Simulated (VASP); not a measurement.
# InP: single point with r2SCAN

Crystal: InP.

```
In P
1.0
     0.00000    2.89471    3.01622
     2.89471    0.00000    3.01622
     2.89471    2.89471    0.00000
In P
1 1
Direct
  0.00000 0.00000 0.00000
  0.25000 0.25000 0.25000
```

This cell differs from its parent crystal: epitaxial xy strain -2.0%.

| Quantity | Value |
| --- | --- |
| Program | VASP 6.6.1 |
| Task | single point |
| Functional | r2SCAN |
| Potentials or basis | VASP PAW PBE potentials, release 64 (In_d, P) |
| Cutoff | 520 eV |
| k mesh | 8 × 8 × 8 |
| Occupations | gaussian, width 0.01 eV |
| Spin | no spin polarisation |

The pressure is 1.2 GPa and the band gap on the k mesh is 1.06 eV, direct.

Stress tensor (GPa, compression positive):
```
 1.86  0.00  0.00
 0.00  1.86  0.00
 0.00  0.00 -0.12
```

Levels at points of the mesh, in eV from the valence-band top:
```csv
k point,band 6,band 7,band 8,band 9,band 10,band 11,band 12,band 13
"(0.00, 0.00, 0.00)",-12.04,-0.22,0.00,0.00,1.06,4.36,4.36,4.43
"(0.50, 0.00, 0.00)",-10.25,-5.93,-1.22,-0.93,1.75,4.98,5.24,7.49
"(0.50, 0.50, 0.00)",-9.68,-6.10,-2.30,-2.30,2.11,2.74,9.50,10.24
"(0.50, 0.00, 0.50)",-9.52,-5.84,-2.55,-2.53,1.87,2.35,9.90,10.00
```

It took 86 s on 1 thread of Intel(R) Xeon(R) 6975P-C (Granite Rapids) (shared host), peak memory 0.2 GiB.

Caveat: the cell differs from its parent crystal (epitaxial xy strain -2.0%); the PAW data sets were made with another functional, which shifts forces and pressure a little; spin-orbit coupling is left out, which moves the levels of the heavy elements.
